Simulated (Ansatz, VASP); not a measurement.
**BaRu3: VASP beside Ansatz**

```
Ba Ru
1.0
    -2.21044    2.21044    3.65059
     2.21044   -2.21044    3.65059
     2.21044    2.21044   -3.65059
Ba Ru
1 3
Direct
  0.00000 0.00000 0.00000
  0.50000 0.50000 0.00000
  0.25000 0.75000 0.50000
  0.75000 0.25000 0.50000
```

Alike in both runs: functional PBE; k mesh 14 × 14 × 14; occupations gaussian, width 0.1 eV; no spin polarisation.

Ansatz relaxed the structure, and its values are those at the end. VASP's run is a single point on that final structure, the one shown.

```csv
,VASP,Ansatz
version,VASP 6.6.1,Ansatz 0.2.0
potentials or method,"VASP PAW PBE potentials, release 64 (Ba_sv, Ru_pv), cutoff 520 eV","scalar-relativistic, plane waves, PAW"
valence electrons in the cell,52,58
```

Ansatz gave:

```
gap on the k mesh at the Fermi level (eV) : none
pressure (GPa)                            : 0.0
```

Problem. Estimate VASP's values.

Solution. gap on the k mesh at the Fermi level (eV): none; pressure (GPa): 4.0.

A gap of «none» marks a metal or a gap that the smearing closes. One of these differences is far larger than is usual between the two programs; its cause wasn't traced. With one functional, cell and mesh, what is left measures potentials, basis and numerics. VASP's potentials hold 52 valence electrons a cell and Ansatz's 58, so a difference there can come from the potentials and not from the codes.

Neither program's run includes spin-orbit coupling.
